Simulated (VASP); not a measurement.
**In2Au: single point with LDA**

Crystal: In2Au.

```
CELL_PARAMETERS angstrom
0.00000 3.18463 3.18463
3.18463 0.00000 3.18463
3.18463 3.18463 0.00000
ATOMIC_POSITIONS crystal
In 0.25000 0.25000 0.25000
In 0.75000 0.75000 0.75000
Au 0.00000 0.00000 0.00000
```

```
Program             : VASP 6.6.1
Task                : single point
Functional          : LDA
Potentials or basis : VASP PAW LDA potentials, release 64 (In_d, Au)
Cutoff              : 520 eV
k mesh              : 10 × 10 × 10
Occupations         : fermi-dirac, width 0.05 eV
Spin                : no spin polarisation
```

- Pressure: 4.1 GPa
- Band gap on the k mesh: zero (an odd number of electrons rules out a gap without spin polarisation)

Levels at points of the mesh, in eV from the Fermi level:
```tsv
k point	band 16	band 17	band 18	band 19	band 20	band 21	band 22	band 23
(0.00, 0.00, 0.00)	-5.03	0.52	3.25	3.25	3.25	3.91	3.91	3.91
(0.50, 0.00, 0.00)	-5.05	-4.90	0.84	0.84	2.07	2.84	3.81	3.81
(0.50, 0.50, 0.00)	-5.09	-4.43	-2.11	-2.11	-0.05	2.51	9.43	9.43
```

Run time: 30 s on 1 thread of Intel(R) Xeon(R) 6975P-C (Granite Rapids) (shared host), peak memory 0.21 GiB.

Caveat: the cell stands under pressure; spin-orbit coupling is left out, which moves the levels of the heavy elements.
